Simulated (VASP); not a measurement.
The system is P.

```
P
1.0
     0.00000    3.15599    3.15599
     3.15599    0.00000    3.15599
     3.15599    3.15599    0.00000
P
2
Direct
  0.50000 0.50000 0.50000
  0.75000 0.75000 0.75000
```

| Quantity | Value |
| --- | --- |
| Program | VASP 6.6.1 |
| Task | relaxation of cell and atoms |
| Functional | r2SCAN |
| Potentials or basis | VASP PAW PBE potentials, release 64 (P) |
| Cutoff | 600 eV |
| k mesh | 6 × 6 × 6 |
| Occupations | gaussian, width 0.1 eV |
| Spin | no spin polarisation |

At the start: pressure -11.1 GPa; volume 31.43 Å³/atom.

Question: How do energy, volume and symmetry change on relaxing?

Answer: Over 4 steps the energy falls by 454.8 meV/atom and the volume is 20.84 Å³/atom (-33.7 %); space group Fd-3m (No. 227, to 0.05 Å).

The path:
| step | energy change (eV) | largest force (eV/Å) | pressure (GPa) | volume (Å³) |
| --- | --- | --- | --- | --- |
| 1 | 0.0000 | 0.0000 | -11.08 | 62.87 |
| 2 | -0.8775 | 0.0000 | -2.88 | 45.09 |
| 3 | -0.9070 | 0.0000 | -0.82 | 42.57 |
| 4 | -0.9096 | 0.0000 | -0.14 | 41.67 |

Final structure:
```
CELL_PARAMETERS angstrom
0.00000 2.75172 2.75172
2.75172 0.00000 2.75172
2.75172 2.75172 0.00000
ATOMIC_POSITIONS crystal
P 0.50000 0.50000 0.50000
P 0.75000 0.75000 0.75000
```

Caveat: the volume moved by over 15 % at a fixed basis, so the end points are rough; the PAW data sets were made with another functional, which shifts forces and pressure a little.
